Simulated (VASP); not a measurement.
Crystal: C.

```
C
1.0
     4.45543    0.00000    0.00000
     0.00000    4.45543    0.00000
     0.00000    0.00000    4.45543
C
8
Direct
  0.50000 0.50000 0.50000
  0.00000 0.00000 0.00000
  0.25000 0.00000 0.50000
  0.50000 0.25000 0.00000
  0.50000 0.75000 0.00000
  0.75000 0.00000 0.50000
  0.00000 0.50000 0.75000
  0.00000 0.50000 0.25000
```

```yaml
Program: VASP 6.6.1
Task: relaxation of cell and atoms
Functional: PBE
Potentials_or_basis: VASP PAW PBE potentials, release 64 (C)
Cutoff: 600 eV
k_mesh: 4 × 4 × 4
Occupations: gaussian, width 0.1 eV
Spin: no spin polarisation
```

At the start: pressure -27.5 GPa; volume 11.06 Å³/atom.

Task: How do energy, volume and symmetry change on relaxing?

Result: Over 5 steps the energy falls by 443.8 meV/atom and the volume is 7.18 Å³/atom (-35.1 %); space group Pm-3n (No. 223, to 0.05 Å).

Step by step:
| step | energy change (eV) | largest force (eV/Å) | pressure (GPa) | volume (Å³) |
| --- | --- | --- | --- | --- |
| 1 | 0.0000 | 0.0000 | -27.46 | 88.44 |
| 2 | -3.0912 | 0.0000 | -13.83 | 66.34 |
| 3 | -3.5169 | 0.0000 | -4.94 | 59.50 |
| 4 | -3.5434 | 0.0000 | 2.55 | 56.45 |
| 5 | -3.5507 | 0.0000 | -0.16 | 57.44 |

Final structure:
```yaml
crystal:
  lattice:
    - [3.85847, 0.00000, 0.00000]
    - [0.00000, 3.85847, 0.00000]
    - [0.00000, 0.00000, 3.85847]
  atoms:
    - { symbol: C, position: [0.50000, 0.50000, 0.50000] }
    - { symbol: C, position: [0.00000, 0.00000, 0.00000] }
    - { symbol: C, position: [0.25000, 0.00000, 0.50000] }
    - { symbol: C, position: [0.50000, 0.25000, 0.00000] }
    - { symbol: C, position: [0.50000, 0.75000, 0.00000] }
    - { symbol: C, position: [0.75000, 0.00000, 0.50000] }
    - { symbol: C, position: [0.00000, 0.50000, 0.75000] }
    - { symbol: C, position: [0.00000, 0.50000, 0.25000] }
```

Caveat: the volume moved by over 15 % at a fixed basis, so the end points are rough.
